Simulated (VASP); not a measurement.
# TiH6 (Pm-3m) in VASP: notebook

Runs on TiH6. Level: PBE. Tasks: relaxation of cell and atoms, single point.

All numbers are computed with VASP 6.6.1; they aren't measurements. Logs are shortened: lines on timing, memory, paths and dates and some standing lists are left out, and cuts for length are marked.

## 1. The cell of the first run

Symmetry: Pm-3m, No. 221, cubic system. Conventional cell: a = 3.273 Å, b = 3.273 Å, c = 3.273 Å, α = 90.00°, β = 90.00°, γ = 90.00°. Ti (site symmetry m-3m) has 24 H at 2.36 Å within 3.1 Å. H (site symmetry 4mm) has 1 H at 0.94 Å within 1.3 Å.

The cell was generated, and may not be a known phase.

## 2. Relaxation of cell and atoms, PBE

Contents of INCAR:

```
PREC     = Accurate       # precision mode
ENCUT    = 500            # plane-wave cutoff, eV
EDIFF    = 1E-7           # SCF threshold, eV
ISMEAR   = 0              # smearing method
SIGMA    = 0.1            # smearing width, eV
LREAL    = False          # projectors in reciprocal space
LASPH    = True           # aspherical terms in the spheres
NELM     = 120            # most SCF steps
ALGO     = Normal         # electronic algorithm
ISIF     = 3              # what is computed and relaxed
LWAVE    = False          # write WAVECAR
LCHARG   = False          # write CHGCAR
GGA      = PE             # functional
IBRION   = 2              # ionic algorithm
NSW      = 90             # ionic steps
EDIFFG   = -0.04          # ionic threshold
GGA_COMPAT= False        
NELMIN   = 4
```

Contents of KPOINTS:

```
regular mesh
0
Gamma
  6 6 6
```

Contents of POSCAR:

```
TiH6
1.0
    3.2729102149      0.0000000000      0.0000000000
    0.0000000000      3.2729102149      0.0000000000
    0.0000000000      0.0000000000      3.2729102149
Ti H
1 6
Direct
    0.5000000000      0.5000000000      0.5000000000
    0.6431854559      0.0000000000      0.0000000000
    0.3568145441      0.0000000000      0.0000000000
    0.0000000000      0.6431854559      0.0000000000
    0.0000000000      0.3568145441      0.0000000000
    0.0000000000      0.0000000000      0.6431854559
    0.0000000000      0.0000000000      0.3568145441
```

Potentials or basis: VASP PAW PBE potentials, release 64 (Ti_sv, H).

Command:

```bash
cat potpaw_PBE.64/Ti_sv/POTCAR potpaw_PBE.64/H/POTCAR > POTCAR
mpirun -np 1 vasp_std > vasp.out
```

OUTCAR:

```text
PREC = Accurate
   ENCUT = 500
   EDIFF = 1E-7
   ISMEAR = 0
   LREAL = False
   LASPH = True
   NELM = 120
   ISIF = 3
   GGA = PE
   IBRION = 2
   NSW = 90
   EDIFFG = -0.04
   NELMIN = 4

 ion  position               nearest neighbor table
   1  0.500  0.500  0.500-
   2  0.643  0.000  0.000-
   3  0.357  0.000  0.000-
   4  0.000  0.643  0.000-
   5  0.000  0.357  0.000-
   6  0.000  0.000  0.643-
   7  0.000  0.000  0.357-

  LATTYP: Found a simple cubic cell.
 ALAT       =     3.2729102149

  Lattice vectors:

 A1 = (   3.2729102149,   0.0000000000,   0.0000000000)
 A2 = (   0.0000000000,   3.2729102149,   0.0000000000)
 A3 = (   0.0000000000,   0.0000000000,   3.2729102149)

Analysis of symmetry for initial positions (statically):
=====================================================================
 Subroutine PRICEL returns:
 Original cell was already a primitive cell.

 Routine SETGRP: Setting up the symmetry group for a
 simple cubic supercell.

 Subroutine GETGRP returns: Found 48 space group operations
 (whereof 48 operations were pure point group operations)
 out of a pool of 48 trial point group operations.

The static configuration has the point symmetry O_h .

Analysis of symmetry for dynamics (positions and initial velocities):
=====================================================================
 Subroutine PRICEL returns:
 Original cell was already a primitive cell.

 Routine SETGRP: Setting up the symmetry group for a
 simple cubic supercell.

 Subroutine GETGRP returns: Found 48 space group operations
 (whereof 48 operations were pure point group operations)
 out of a pool of 48 trial point group operations.

The dynamic configuration has the point symmetry O_h .

 Subroutine INISYM returns: Found 48 space group operations
 (whereof 48 operations are pure point group operations),
 and found     1 'primitive' translations

----------------------------------------------------------------------------------------

                                     Primitive cell

  volume of cell :      35.0592

  direct lattice vectors                    reciprocal lattice vectors
     3.272910215  0.000000000  0.000000000     0.305538476  0.000000000  0.000000000
     0.000000000  3.272910215  0.000000000     0.000000000  0.305538476  0.000000000
     0.000000000  0.000000000  3.272910215     0.000000000  0.000000000  0.305538476

  length of vectors
     3.272910215  3.272910215  3.272910215     0.305538476  0.305538476  0.305538476

  position of ions in fractional coordinates (direct lattice)
     0.500000000  0.500000000  0.500000000
     0.643185456  0.000000000  0.000000000
     0.356814544  0.000000000  0.000000000
     0.000000000  0.643185456  0.000000000
     0.000000000  0.356814544  0.000000000
     0.000000000  0.000000000  0.643185456
     0.000000000  0.000000000  0.356814544

  ion indices of the primitive-cell ions
   primitive index   ion index
                 1           1
                 2           2
                 3           3
                 4           4
                 5           5
                 6           6
                 7           7

----------------------------------------------------------------------------------------

 KPOINTS: regular mesh

Automatic generation of k-mesh.
 Grid dimensions read from file:
 generate k-points for:    6    6    6

 Generating k-lattice:

  Cartesian coordinates                     Fractional coordinates (reciprocal lattice)
     0.050923079  0.000000000  0.000000000     0.166666667  0.000000000  0.000000000
     0.000000000  0.050923079  0.000000000     0.000000000  0.166666667  0.000000000
     0.000000000  0.000000000  0.050923079     0.000000000  0.000000000  0.166666667

  Length of vectors
     0.050923079  0.050923079  0.050923079

  Shift w.r.t. Gamma in fractional coordinates (k-lattice)
     0.000000000  0.000000000  0.000000000

 Subroutine IBZKPT returns following result:
 ===========================================

 Found     20 irreducible k-points:

[... 43 lines left out ...]

  energy without entropy =      -23.83391794  energy(sigma->0) =      -23.84311851

 E-fermi :   6.7819     XC(G=0): -11.0903

 val. band max:        6.7614454520   @ k =   0.1667   0.1667   0.0000
 cond. band min:       6.7873269970   @ k =   0.5000   0.3333   0.3333
 fundamental gap:      0.0258815450
 Fermi energy:         6.7818655794

 k-point     1 :       0.0000    0.0000    0.0000
  band No.  band energies     occupation
      1     -50.6861      2.00000
      2     -26.9403      2.00000
      3     -26.9403      2.00000
      4     -26.9403      2.00000
      5      -8.0925      2.00000
      6       0.6198      2.00000
      7       0.6198      2.00000
      8       7.9343      0.00000
      9       7.9343      0.00000
     10       7.9343      0.00000
     11       7.9968      0.00000
     12       7.9968      0.00000
     13       8.2088      0.00000

 k-point     2 :       0.1667    0.0000    0.0000
  band No.  band energies     occupation
      1     -50.6835      2.00000
      2     -26.9756      2.00000
      3     -26.9373      2.00000
      4     -26.9373      2.00000
      5      -7.7429      2.00000
      6      -0.2572      2.00000
      7       0.8584      2.00000
      8       6.9069      0.07693
      9       6.9069      0.07693
     10       7.4153      0.00000
     11       7.4248      0.00000
     12       7.9660      0.00000
     13       9.0312      0.00000
[... 257 lines left out ...]
 k-point    19 :       0.5000    0.5000    0.3333
  band No.  band energies     occupation
      1     -50.6577      2.00000
      2     -27.0419      2.00000
      3     -27.0419      2.00000
      4     -27.0070      2.00000
      5      -3.0730      2.00000
      6      -2.3077      2.00000
      7      -2.3077      2.00000
      8       2.5701      2.00000
      9       6.6467      1.94413
     10       7.6995      0.00000
     11       7.6995      0.00000
     12       8.6759      0.00000
     13       9.2581      0.00000

 k-point    20 :       0.5000    0.5000    0.5000
  band No.  band energies     occupation
      1     -50.6553      2.00000
      2     -27.0368      2.00000
      3     -27.0368      2.00000
      4     -27.0368      2.00000
      5      -2.3398      2.00000
      6      -2.3398      2.00000
      7      -2.3398      2.00000
      8       1.1312      2.00000
      9       8.5467      0.00000
     10       8.5467      0.00000
     11       8.5467      0.00000
     12       8.6945      0.00000
     13       8.6945      0.00000

------------------------ aborting loop because EDIFF is reached ----------------------------------------

  FORCE on cell =-STRESS in cart. coord.  units (eV):
  Direction    XX          YY          ZZ          XY          YZ          ZX
  --------------------------------------------------------------------------------------
  -------------------------------------------------------------------------------------
  Total       -0.0996572     -0.0996572     -0.0996572      0.0000000      0.0000000      0.0000000
  in kB       -4.5542512     -4.5542512     -4.5542512      0.0000000      0.0000000      0.0000000
  external PRESSURE =      -4.5542512 kB  Pullay stress =       0.0000000 kB

 VOLUME and BASIS-vectors are now :
 -----------------------------------------------------------------------------
  energy-cutoff  :      500.00
  volume of cell :       35.06
      direct lattice vectors                 reciprocal lattice vectors
     3.272910215  0.000000000  0.000000000     0.305538476  0.000000000  0.000000000
     0.000000000  3.272910215  0.000000000     0.000000000  0.305538476  0.000000000
     0.000000000  0.000000000  3.272910215     0.000000000  0.000000000  0.305538476

 POSITION                                       TOTAL-FORCE (eV/Angst)
 -----------------------------------------------------------------------------------
      1.63646      1.63646      1.63646        -0.000000      0.000000      0.000000
      2.10509      0.00000      0.00000         0.034476      0.000000     -0.000000
      1.16782      0.00000      0.00000        -0.034476      0.000000      0.000000
      0.00000      2.10509      0.00000        -0.000000      0.034476      0.000000
      0.00000      1.16782      0.00000         0.000000     -0.034476      0.000000
      0.00000      0.00000      2.10509        -0.000000      0.000000      0.034476
      0.00000      0.00000      1.16782         0.000000      0.000000     -0.034476
 -----------------------------------------------------------------------------------
    total drift:                                0.000000      0.000000     -0.000000

  FREE ENERGIE OF THE ION-ELECTRON SYSTEM (eV)
  ---------------------------------------------------
  free  energy   TOTEN  =       -23.8523190866 eV

  energy  without entropy=      -23.8339179419  energy(sigma->0) =      -23.84311851

 reached required accuracy - stopping structural energy minimisation
```

It took 6.5 s on 1 thread of AMD EPYC 9R45 (Zen 5), shared host; peak memory 0.11 GiB.

What came out:

```
Free energy                  : -23.8523 eV
Pressure after relaxing      : -0.5 GPa
Largest force after relaxing : 0.034 eV/Å
Band gap on the k mesh       : zero (bands 9 and 10 overlap by 2.69 eV)
```

Forces in eV/Å, atoms in the order of the input:
```
Ti   0.000  0.000  0.000
H    0.034  0.000  0.000
H   -0.034  0.000  0.000
H    0.000  0.034  0.000
H    0.000 -0.034  0.000
H    0.000  0.000  0.034
H    0.000  0.000 -0.034
```

Final structure:
```cif
data_structure
_symmetry_space_group_name_H-M 'P 1'
_symmetry_Int_Tables_number 1
_cell_length_a 3.2729
_cell_length_b 3.2729
_cell_length_c 3.2729
_cell_angle_alpha 90.000
_cell_angle_beta 90.000
_cell_angle_gamma 90.000
_cell_volume 35.06
loop_
_atom_site_label
_atom_site_type_symbol
_atom_site_fract_x
_atom_site_fract_y
_atom_site_fract_z
_atom_site_occupancy
Ti1 Ti 0.50000 0.50000 0.50000 1
H1 H 0.64319 0.00000 0.00000 1
H2 H 0.35681 0.00000 0.00000 1
H3 H 0.00000 0.64319 0.00000 1
H4 H 0.00000 0.35681 0.00000 1
H5 H 0.00000 0.00000 0.64319 1
H6 H 0.00000 0.00000 0.35681 1
```

Levels at points of the mesh, in eV from the Fermi level:
| k point | band 5 | band 6 | band 7 | band 8 | band 9 | band 10 | band 11 | band 12 | band 13 |
| --- | --- | --- | --- | --- | --- | --- | --- | --- | --- |
| (0.00, 0.00, 0.00) | -14.87 | -6.16 | -6.16 | 1.15 | 1.15 | 1.15 | 1.21 | 1.21 | 1.43 |
| (0.50, 0.00, 0.00) | -12.72 | -10.22 | -4.90 | -1.30 | -0.92 | -0.92 | 1.28 | 1.75 | 4.83 |
| (0.50, 0.50, 0.00) | -11.06 | -9.00 | -9.00 | -2.24 | 0.11 | 0.11 | 1.39 | 1.84 | 2.61 |
| (0.50, 0.50, 0.50) | -9.12 | -9.12 | -9.12 | -5.65 | 1.76 | 1.76 | 1.76 | 1.91 | 1.91 |

Caveat: the relaxation stopped at its first step, so nothing moved.

(Continued in part 2 of 2.)

The gap in the log of VASP goes by the Fermi energy; the results here count the filled bands.